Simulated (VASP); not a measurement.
A run of VASP 6.6.1 is set up as follows.

INCAR

```
ALGO     = Fast           # electronic algorithm
EDIFF    = 1E-6           # SCF threshold, eV
ENCUT    = 520            # plane-wave cutoff, eV
GGA      = PE             # functional
ISIF     = 2              # what is computed and relaxed
ISMEAR   = -1             # smearing method
LASPH    = T              # aspherical terms in the spheres
LCHARG   = F              # write CHGCAR
LREAL    = F              # projectors in reciprocal space
LWAVE    = F              # write WAVECAR
NBANDS   = 18             # bands
NELM     = 80             # most SCF steps
PREC     = Accurate       # precision mode
SIGMA    = 0.05           # smearing width, eV
```

Contents of KPOINTS:

```
k-points
0
Gamma
  9 9 5
```

File POSCAR:

```
RbW
1.0
    3.4986893818      0.0000000000      0.0000000000
   -1.7493446860      3.0299538840      0.0000000000
    0.0000000000      0.0000000000      5.4198903397
Rb W
1 1
Direct
    0.0000000000      0.0000000000      0.5000000000
    0.6666666700      0.3333333300      0.0000000000
```

Potentials or basis: VASP PAW PBE potentials, release 64 (Rb_sv, W_sv).

Command:

```console
$ cat potpaw_PBE.64/Rb_sv/POTCAR potpaw_PBE.64/W_sv/POTCAR > POTCAR
$ mpirun -np 1 vasp_std > vasp.out
```

Predict the pressure.

-5.7 GPa.

Stress tensor (GPa, compression positive):
```
-14.39   0.00   0.00
  0.00 -14.39   0.00
  0.00   0.00  11.71
```
